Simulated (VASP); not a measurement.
Here is a VASP 6.6.1 calculation.

The input INCAR:

```
PREC = Accurate
ENCUT = 600
EDIFF = 1E-6
ISMEAR = 0
SIGMA = 0.01
LREAL = F
LASPH = T
NELM = 200
ALGO = Normal
ISIF = 2
LWAVE = F
LCHARG = F
MAGMOM = 0 0 0 0 0 0 0 0 0
LORBIT = 11
LSORBIT = T
GGA_COMPAT = F
LORBMOM = T
LMAXMIX = 4
GGA = PE
NBANDS = 35
```

KPOINTS

```
regular mesh
0
Gamma
  8 8 8
```

POSCAR

```
HfO2
1.0
    0.0000000000      2.5291823184      2.5291823184
    2.5291823184      0.0000000000      2.5291823184
    2.5291823184      2.5291823184      0.0000000000
Hf O
1 2
Direct
    0.0000000000      0.0000000000      0.0000000000
    0.2500000000      0.2500000000      0.2500000000
    0.7500000000      0.7500000000      0.7500000000
```

Potentials or basis: VASP PAW PBE potentials, release 64 (Hf_pv, O).

The run is started by

```bash
$ cat potpaw_PBE.64/Hf_pv/POTCAR potpaw_PBE.64/O/POTCAR > POTCAR
$ mpirun -np 1 vasp_ncl > vasp.out
```

Task: Predict the net moment.

Result: 0.00 μB per cell.

Task: Estimate the pressure.

Result: 2.0 GPa.

Moments on the atoms (μB; x, y, z):
```
Hf  0.00 0.00 0.00
O   0.00 0.00 0.00
O   0.00 0.00 0.00
```
